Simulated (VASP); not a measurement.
Set up this calculation in VASP 6.6.1, as the native input.

```
Task                   : single point
Functional             : PBEsol
Potentials or basis    : VASP PAW PBE potentials, release 64 (C)
Cutoff                 : 520 eV
k mesh                 : 6 × 6 × 6
Occupations            : gaussian, width 0.05 eV
Spin                   : no spin polarisation
Dipole correction      : no
Further INCAR settings : LREAL = Auto; ALGO = Normal; EDIFF = 1e-07; NBANDS = 43
```

The structure of C (a cell with a defect) lies in POSCAR:

```
C
1.0
    0.0000000000      3.5537981836     -3.5537981836
   -3.5537981836      0.0000000000     -3.5537981836
   -3.5537981836      3.5537981836      0.0000000000
C
15
Direct
    0.2500000000      0.7500000000      0.2500000000
    0.7500000000      0.2500000000      0.2500000000
    0.2500000000      0.2500000000      0.2500000000
    0.7500000000      0.7500000000      0.7500000000
    0.2500000000      0.7500000000      0.7500000000
    0.7500000000      0.2500000000      0.7500000000
    0.2500000000      0.2500000000      0.7500000000
    0.8750000000      0.3750000000      0.3750000000
    0.3750000000      0.3750000000      0.3750000000
    0.8593750000      0.8593750000      0.3593750000
    0.3750000000      0.8750000000      0.3750000000
    0.8750000000      0.3750000000      0.8750000000
    0.3750000000      0.3750000000      0.8750000000
    0.8750000000      0.8750000000      0.8750000000
    0.3750000000      0.8750000000      0.8750000000
```

This cell differs from its parent crystal: atoms taken out, atom 10 moved 0.125 of the way to it and +0.000 Å across, host rigid.

One way to write it, as run:

INCAR

```
  PREC = Accurate
  ENCUT = 520
  EDIFF = 1E-7
  ISMEAR = 0
  SIGMA = 0.05
  LREAL = Auto
  LASPH = True
  NELM = 80
  ALGO = Normal
  ISIF = 2
  LWAVE = False
  LCHARG = False
  GGA = PS
  NBANDS = 43
```

KPOINTS

```
Automatic mesh
0
Gamma
  6 6 6
```

Potentials or basis: VASP PAW PBE potentials, release 64 (C).

The run is started by

```sh
$ cat potpaw_PBE.64/C/POTCAR > POTCAR
$ mpirun -np 1 vasp_std > vasp.out
```

Results of the run:

- Pressure: -8.2 GPa
- Largest force: 5.244 eV/Å
- Band gap on the k mesh: zero (bands 30 and 31 overlap by 2.22 eV)

Caveat: the cell differs from its parent crystal (atoms taken out, atom 10 moved 0.125 of the way to it and +0.000 Å across, host rigid); the PAW data sets were made with another functional, which shifts forces and pressure a little.

Wall time 8.9 min on 1 thread of Intel Xeon 8259CL, with other jobs on the host, peak memory 0.26 GiB.
